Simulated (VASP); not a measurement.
**CrB3S2: single point with PBE**

The system is CrB3S2.

```xyz
6
Lattice="4.1689 0.0000 0.0000 -2.0844 3.6104 0.0000 0.0000 0.0000 7.1773" Properties=species:S:1:pos:R:3 pbc="T T T"
Cr    0.0000    0.0000    3.5887
B     0.0000    0.0000    0.0000
B     0.0000    0.0000    5.6007
B     0.0000    0.0000    1.5766
S     0.0000    2.4069    3.5887
S     2.0844    1.2035    3.5887
```

The cell was built from a structure type or drawn by symmetry, and may not be a known phase.

| Item | Value |
| --- | --- |
| Program | VASP 6.6.1 |
| Task | single point |
| Functional | PBE |
| Potentials or basis | VASP PAW PBE potentials, release 64 (Cr_pv, B, S) |
| Cutoff | 520 eV |
| k mesh | 6 × 6 × 2 |
| Occupations | gaussian, width 0.1 eV |
| Spin | collinear spin, ferromagnetic start |
| Starting moments | [3.0, 0.0, 0.0, 0.0, 0.0, 0.0] μB |

- Pressure: 0.1 GPa
- Largest force: 0.023 eV/Å
- Net moment: 0.00 μB per cell
- Valence electrons inside the program's atomic spheres: Cr 11.07; B 1.88, 1.72 (each value once); S 3.60

Forces in eV/Å, atoms in the order of the input:
```
Cr   0.000  0.000  0.000
B    0.000  0.000  0.000
B    0.000  0.000 -0.023
B    0.000  0.000  0.023
S    0.000  0.000  0.000
S    0.000  0.000  0.000
```

Stress tensor (GPa, compression positive):
```
 0.22  0.00  0.00
 0.00  0.22  0.00
 0.00  0.00 -0.13
```

Levels at points of the mesh, in eV from the Fermi level:
Spin up:
```
           k point  band 13  band 14  band 15  band 16  band 17  band 18  band 19  band 20
(0.00, 0.00, 0.00)    -1.77    -1.02    -1.02     0.30     0.73     0.73     0.96     1.96
(0.50, 0.00, 0.00)    -2.10    -1.30    -1.28    -0.02     0.06     0.55     0.91     0.98
(0.00, 0.00, 0.50)    -1.68    -1.25    -1.25     0.30     0.40     1.12     1.12     1.96
(0.50, 0.00, 0.50)    -2.10    -1.56    -0.47    -0.46     0.55     0.84     0.87     0.94
```
Spin down:
```
           k point  band 12  band 13  band 14  band 15  band 16  band 17  band 18  band 19  band 20  band 21
(0.00, 0.00, 0.00)    -1.77    -1.77    -1.02    -1.02     0.31     0.73     0.73     0.96     1.96     1.96
(0.50, 0.00, 0.00)    -2.28    -2.10    -1.30    -1.28    -0.02     0.06     0.55     0.91     0.98     2.92
(0.00, 0.00, 0.50)    -1.68    -1.68    -1.25    -1.25     0.30     0.41     1.12     1.12     1.96     1.96
(0.50, 0.00, 0.50)    -2.80    -2.10    -1.56    -0.47    -0.46     0.55     0.84     0.87     0.94     1.35
```

Wall time 2.7 min on 1 thread of Intel(R) Xeon(R) Platinum 8488C (Sapphire Rapids), with other jobs on the host, peak memory 0.29 GiB.

Caveat: the k points lie up to 0.44 Å⁻¹ apart. With open d or f shells a metallic result of PBE can be an artefact of self-interaction; +U or a hybrid may open a gap.
